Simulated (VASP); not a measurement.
Runs of VASP 6.6.1 on SrO. The structure is that of space group I4/mmm (No. 139), or close to it. The cells are those of the table. 

| cell | gap on the mesh (eV) | pressure (GPa) |
| --- | --- | --- |
| a = 3.682, b = 3.682, c = 3.543 Å, angles 61.2, 61.2, 57.5°, 2 atoms | 3.59 | 3.1 |
| a = 3.726, b = 3.726, c = 3.816 Å, angles 59.2, 59.2, 61.6°, 2 atoms | 3.56 | -5.9 |
| a = 3.545, b = 3.545, c = 3.634 Å, angles 59.2, 59.2, 61.7°, 2 atoms | (c) | (b) |
| a = 3.639, b = 3.639, c = 3.816 Å, angles 58.4, 58.4, 63.2°, 2 atoms | 3.25 | -0.4 |
| a = 3.591, b = 3.591, c = 3.453 Å, angles 61.3, 61.3, 57.5°, 2 atoms | 3.46 | 12.6 |
| a = 3.635, b = 3.635, c = 3.725 Å, angles 59.2, 59.2, 61.6°, 2 atoms | 3.50 | -0.1 |
| a = 3.591, b = 3.591, c = 3.725 Å, angles 58.8, 58.8, 62.5°, 2 atoms | 3.32 | (a) |
| a = 3.682, b = 3.682, c = 3.816 Å, angles 58.8, 58.8, 62.4°, 2 atoms | 3.42 | -3.5 |
| a = 3.639, b = 3.639, c = 3.453 Å, angles 61.7, 61.7, 56.6°, 2 atoms | 3.46 | 10.4 |

Alike in all rows: task single point; level r2SCAN; potentials or basis VASP PAW PBE potentials, release 64 (Sr_sv, O); no spin polarisation; k mesh 8 × 8 × 8; cutoff (eV) 520; smearing gaussian 0.05 eV.

Question: Fill in the values left out.

Answer: (a) 3.3; (b) 8.2; (c) 3.40.

Caveats: the PAW data sets were made with another functional, which shifts forces and pressure a little.

A k mesh can miss the band edges, and the runs leave out spin-orbit coupling on Sr.
